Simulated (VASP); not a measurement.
Input of a VASP 6.6.1 run:

The input INCAR:

```
SYSTEM = Be
ALGO = Fast
EDIFF = 1E-7
ENCUT = 520
GGA = PE
ISIF = 2
ISMEAR = 0
LASPH = .TRUE.
LCHARG = .FALSE.
LREAL = .FALSE.
LWAVE = .FALSE.
NBANDS = 9
NELM = 80
PREC = Accurate
SIGMA = 0.15
```

The input KPOINTS:

```
k-points
0
G
  24 24 14
  0 0 0
```

Contents of POSCAR:

```
Be
1.0
    2.2995019849      0.0000000000      0.0000000000
   -1.1497509925      1.9914271350      0.0000000000
    0.0000000000      0.0000000000      3.6009000000
Be
2
Direct
    0.4839790661      0.9679581322      0.0833749896
    0.6666666667      0.3333333333      0.7500000000
```

Potentials or basis: VASP PAW PBE potentials, release 64 (Be).

Run with:

```sh
$ cat potpaw_PBE.64/Be/POTCAR > POTCAR
$ mpirun -np 1 vasp_std > vasp.out
```

**Question.** Estimate the band gap on the k mesh.

**Answer.** Zero (band 2 reaches 7.34 eV, above the bottom of band 3 at 5.58 eV).

**Question.** What does it give for the pressure?

**Answer.** 41.5 GPa.

**Question.** Estimate the largest force.

**Answer.** 13.362 eV/Å.

Forces on the atoms (eV/Å):
```
Be    0.000  -7.054  11.349
Be    0.000   7.054 -11.349
```

Caveat: the cell differs from its parent crystal (atom 1 (Be) moved by (+0.600, -0.600) A along y and z); forces of over 1 eV/Å act on the atoms, so gaps and moduli don't describe the material at rest.
